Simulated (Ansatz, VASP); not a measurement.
One calculation of Ta, two programs

Contents of INCAR:

```
SYSTEM = Ta
  PREC = Accurate
  ENCUT = 520
  EDIFF = 1E-7
  ISMEAR = 0
  SIGMA = 0.15
  LREAL = .False.
  LASPH = .True.
  NELM = 80
  ALGO = Fast
  ISIF = 2
  LWAVE = .False.
  LCHARG = .False.
  GGA = PS
  NBANDS = 12
```

File KPOINTS:

```
regular mesh
0
Gamma
  20 20 20
  0 0 0
```

Contents of POSCAR:

```
Ta
1.0
   -1.7604573939      1.6402286350      1.8042514985
    1.7604573939     -1.6402286350      1.8042514985
    1.7604573939      1.6402286350     -1.8042514985
Ta
1
Direct
    0.0000000000      0.0000000000      0.0000000000
```

Input for Ansatz:

```yaml
crystal:
  lattice:
    - [-1.7604573939, 1.640228635, 1.8042514985]
    - [1.7604573939, -1.640228635, 1.8042514985]
    - [1.7604573939, 1.640228635, -1.8042514985]
  atoms:
    - { symbol: Ta, position: [0.0, 0.0, 0.0] }
basis:
  ecutwfc: 420
kpoints:
  mp_grid: { grid: [20, 20, 20] }
hamiltonian:
  xc: pbesol
  pseudopotentials: { kind: paw, azcp: { folder: soft_1 } }
scf:
  occupations: { method: gaussian, width: 0.15 }
output:
  forces: true
  stress: true
  eigenvalues: true
```

Change from the starting cell: normal strain along x +0.0733, normal strain along z +0.1000.

Alike in both runs: task single point; functional PBEsol; k mesh 20 × 20 × 20; occupations gaussian, width 0.15 eV; no spin polarisation.

|  | VASP | Ansatz |
| --- | --- | --- |
| version | VASP 6.6.1 | Ansatz 0.2.0 |
| potentials or method | VASP PAW PBE potentials, release 64 (Ta_pv), cutoff 520 eV | scalar-relativistic, plane waves, PAW |
| valence electrons in the cell | 11 | 13 |

|  | VASP | Ansatz | Ansatz less VASP |
| --- | --- | --- | --- |
| gap on the k mesh at the Fermi level (eV) | none | none | - |
| pressure (GPa) | -24.6 | -24.5 | +0.04 |
| traceless stress, the component that is largest in VASP (GPa) | 2.55 | 2.56 | +0.003 |

VASP's potentials were made for PBE, not for PBEsol, and Ansatz warns of the same on its side. A gap of «none» marks a metal or a gap that the smearing closes. VASP's potentials hold 11 valence electrons a cell and Ansatz's 13, so a difference there can come from the potentials and not from the codes.

Neither program's run includes spin-orbit coupling.
